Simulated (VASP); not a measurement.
Here is a VASP 6.6.1 calculation.

Contents of INCAR:

```
SYSTEM = Al6O
PREC = Accurate ; ENCUT = 520
EDIFF = 1E-6 ; ISMEAR = 0
SIGMA = 0.1 ; LREAL = .False.
LASPH = .True. ; NELM = 200
ALGO = Normal ; ISIF = 2
LWAVE = .False. ; LCHARG = .False.
ISPIN = 2 ; MAGMOM = 0 0 0 0 0 0 0 0 0 0 0 0 1 1
LORBIT = 11 ; LDIPOL = .True.
IDIPOL = 3 ; DIPOL = 0.5 0.5 0.297
GGA = PE ; NBANDS = 41
GGA_COMPAT = .False. ; NELMDL = -8
```

File KPOINTS:

```
Automatic mesh
0
Gamma
  5 5 1
  0 0 0
```

The input POSCAR:

```
Al6O
1.0
    5.7135165838      0.0000000000      0.0000000000
    0.0000000000      5.7135165838      0.0000000000
    0.0000000000      0.0000000000     22.1746954225
Al O
12 2
Direct
    0.2500000000      0.2500000000      0.1803857922
    0.2500000000      0.7500000000      0.1803857922
    0.7500000000      0.2500000000      0.1803857922
    0.7500000000      0.7500000000      0.1803857922
    0.0000000000      0.0000000000      0.2744050915
    0.0000000000      0.5000000000      0.2744050915
    0.5000000000      0.0000000000      0.2744050915
    0.5000000000      0.5000000000      0.2744050915
    0.2500000000      0.2500000000      0.3686497274
    0.2500000000      0.7500000000      0.3686497274
    0.7500000000      0.2500000000      0.3686497274
    0.7500000000      0.7500000000      0.3686497274
    0.0124055203      0.2500000000      0.4335886126
    0.4875944797      0.2500000000      0.4335886126
```

Potentials or basis: VASP PAW PBE potentials, release 64 (Al, O).

Run with:

```console
$ cat potpaw_PBE.64/Al/POTCAR potpaw_PBE.64/O/POTCAR > POTCAR
$ mpirun -np 1 vasp_std > vasp.out
```

(1) What does it give for the largest force?

(2) Predict the net moment.

(3) Estimate the band gap on the k mesh.

## Answers

(1) 4.803 eV/Å.

(2) 0.00 μB per cell.

(3) zero (filled and empty bands overlap).
